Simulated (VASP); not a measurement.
A run of VASP 6.6.1 is set up as follows.

Contents of INCAR:

```
ALGO     = Fast           # electronic algorithm
EDIFF    = 1E-6           # SCF threshold, eV
ENCUT    = 520            # plane-wave cutoff, eV
GGA      = PS             # functional
ISIF     = 2              # what is computed and relaxed
ISMEAR   = 0              # smearing method
LASPH    = True           # aspherical terms in the spheres
LCHARG   = False          # write CHGCAR
LREAL    = False          # projectors in reciprocal space
LWAVE    = False          # write WAVECAR
NBANDS   = 20             # bands
NELM     = 100            # most SCF steps
PREC     = Accurate       # precision mode
SIGMA    = 0.15           # smearing width, eV
```

Contents of KPOINTS:

```
k-points
0
Gamma
  21 21 10
```

File POSCAR:

```
V
1.0
    2.5261652796      0.0000000000      0.0000000000
   -1.2630826398      2.1877233063      0.0000000000
    0.0000000000      0.0000000000      4.8650360800
V
2
Direct
    0.6666666667      0.3333333333      0.7500000000
    0.3333333333      0.6666666667      0.2500000000
```

Potentials or basis: VASP PAW PBE potentials, release 64 (V_sv).

Run with:

```sh
$ cat potpaw_PBE.64/V_sv/POTCAR > POTCAR
$ mpirun -np 1 vasp_std > vasp.out
```

(1) What does it give for the band gap on the k mesh?

(2) Estimate the pressure.

Answers

(1) zero (band 13 reaches 11.73 eV, above the bottom of band 14 at 9.33 eV).

(2) -1.0 GPa.

Caveat: the cell differs from its parent crystal (strain -0.030 along x and y, +0.030 along z); the PAW data sets were made with another functional, which shifts forces and pressure a little.
